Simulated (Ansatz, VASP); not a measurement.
# SnSe: VASP beside Ansatz

```
CELL_PARAMETERS angstrom
0.00000 3.01000 3.01000
3.01000 0.00000 3.01000
3.01000 3.01000 0.00000
ATOMIC_POSITIONS crystal
Sn 0.00000 0.00000 0.00000
Se 0.50000 0.50000 0.50000
```

Alike in both runs: task relaxation of cell and atoms; functional PBEsol; dispersion D3(BJ); k mesh 8 × 8 × 8; occupations fermi-dirac, width 0.05 eV; no spin polarisation.

|  | VASP | Ansatz |
| --- | --- | --- |
| version | VASP 6.6.1 | Ansatz 0.2.0 |
| potentials or method | VASP PAW PBE potentials, release 64 (Sn_d, Se), cutoff 600 eV | all-electron LAPW, scalar-relativistic |

VASP gave:

```
relaxed volume (Å³/atom)                                        : 25.33
relaxed length of the cell vector where the two differ most in proportion (Å) : 4.153
```

Q: What did Ansatz give for the same quantities?

A: Relaxed volume (Å³/atom): 25.31; relaxed length of the cell vector where the two differ most in proportion (Å): 4.152.

VASP's potentials were made for PBE, not for PBEsol. Ansatz ran all-electron here, and VASP with PAW potentials.
